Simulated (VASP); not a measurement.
Crystal: InP.

```
In P
1.0
     0.00000    2.95198    2.95198
     2.95198    0.00000    2.95198
     2.95198    2.95198    0.00000
In P
1 1
Direct
  0.00000 0.00000 0.00000
  0.75000 0.75000 0.75000
```

* Program: VASP 6.6.1
* Task: relaxation of cell and atoms
* Functional: PBE
* Potentials or basis: VASP PAW PBE potentials, release 64 (In_d, P)
* Cutoff: 600 eV
* k mesh: 10 × 10 × 10
* Occupations: gaussian, width 0.02 eV
* Spin: no spin polarisation

At the start: pressure 1.8 GPa; volume 25.72 Å³/atom.

Question: Where does the relaxation end?

Answer: Over 3 steps the energy falls by 3.9 meV/atom and the volume is 26.45 Å³/atom (+2.8 %); space group F-43m (No. 216, to 0.05 Å).

The path:
| step | energy change (eV) | largest force (eV/Å) | pressure (GPa) | volume (Å³) |
| --- | --- | --- | --- | --- |
| 1 | 0.0000 | 0.0000 | 1.75 | 51.45 |
| 2 | -0.0061 | 0.0000 | -0.74 | 53.57 |
| 3 | -0.0077 | 0.0000 | 0.01 | 52.89 |

Final structure:
```
In P
1.0
     0.00000    2.97936    2.97936
     2.97936    0.00000    2.97936
     2.97936    2.97936    0.00000
In P
1 1
Direct
  0.00000 0.00000 0.00000
  0.75000 0.75000 0.75000
```
